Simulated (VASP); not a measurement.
Write the native input for VASP 6.6.1 that does the following.

| Item | Value |
| --- | --- |
| Task | single point |
| Functional | PBE |
| Potentials or basis | VASP PAW PBE potentials, release 64 (Ca_sv, Se) |
| Cutoff | 520 eV |
| k mesh | 6 × 6 × 6 |
| Occupations | gaussian, width 0.01 eV |
| Spin | no spin polarisation |
| Dipole correction | no |
| Further INCAR settings | ALGO = Normal; EDIFF = 1e-07; NBANDS = 15 |

The structure of CaSe lies in POSCAR:

```
CaSe
1.0
    0.0000000000      2.9675351122      2.9675351122
    2.9675351122      0.0000000000      2.9675351122
    2.9675351122      2.9675351122      0.0000000000
Ca Se
1 1
Direct
    0.0000000000      0.0000000000      0.0000000000
    0.5000000000      0.5000000000      0.5000000000
```

The input as run:

INCAR

```
SYSTEM = CaSe
  PREC = Accurate
  ENCUT = 520
  EDIFF = 1E-7
  ISMEAR = 0
  SIGMA = 0.01
  LREAL = .FALSE.
  LASPH = .TRUE.
  NELM = 60
  ALGO = Normal
  ISIF = 2
  LWAVE = .FALSE.
  LCHARG = .FALSE.
  GGA = PE
  NBANDS = 15
```

KPOINTS

```
Automatic mesh
0
G
  6 6 6
  0 0 0
```

Potentials or basis: VASP PAW PBE potentials, release 64 (Ca_sv, Se).

The run is started by

```console
$ cat potpaw_PBE.64/Ca_sv/POTCAR potpaw_PBE.64/Se/POTCAR > POTCAR
$ mpirun -np 1 vasp_std > vasp.out
```

Results of the run:

```yaml
Pressure: 0.7 GPa
Band_gap_on_the_k_mesh: 2.05 eV, indirect (least direct gap 2.97 eV)
```

It took 20 s on 1 thread of Intel Xeon 8259CL, on a shared host, peak memory 0.17 GiB.
